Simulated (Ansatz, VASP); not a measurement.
# B3As5: VASP beside Ansatz

```xyz
8
Lattice="-3.1072 3.1072 3.1072 3.1072 -3.1072 3.1072 3.1072 3.1072 -3.1072" Properties=species:S:1:pos:R:3 pbc="T T T"
B     3.1072    0.0000    0.0000
B     0.0000    3.1072    0.0000
B     0.0000    0.0000    3.1072
As    1.4441    1.4441    1.4441
As    1.6630    1.6630   -1.6630
As    1.6630   -1.6630    1.6630
As   -1.6630    1.6630    1.6630
As    0.0000    0.0000    0.0000
```

Alike in both runs: functional PBE; k mesh 4 × 4 × 4; occupations gaussian, width 0.2 eV; no spin polarisation.

Ansatz relaxed the structure, and its values are those at the end. VASP's run is a single point on that final structure, the one shown.

```csv
,VASP,Ansatz
version,VASP 6.6.1,Ansatz 0.2.0
potentials or method,"VASP PAW PBE potentials, release 64 (B, As), cutoff 500 eV","scalar-relativistic, plane waves, PAW"
valence electrons in the cell,34,84
```

```csv
,VASP,Ansatz,Ansatz less VASP
gap on the k mesh at the Fermi level (eV),none,none,-
pressure (GPa),0.2,0.0,-0.18
rms of the force components (eV/Å),0.009,0.001,-0.0075
```

A gap of «none» marks a metal or a gap that the smearing closes. VASP's potentials hold 34 valence electrons a cell and Ansatz's 84, so a difference there can come from the potentials and not from the codes.
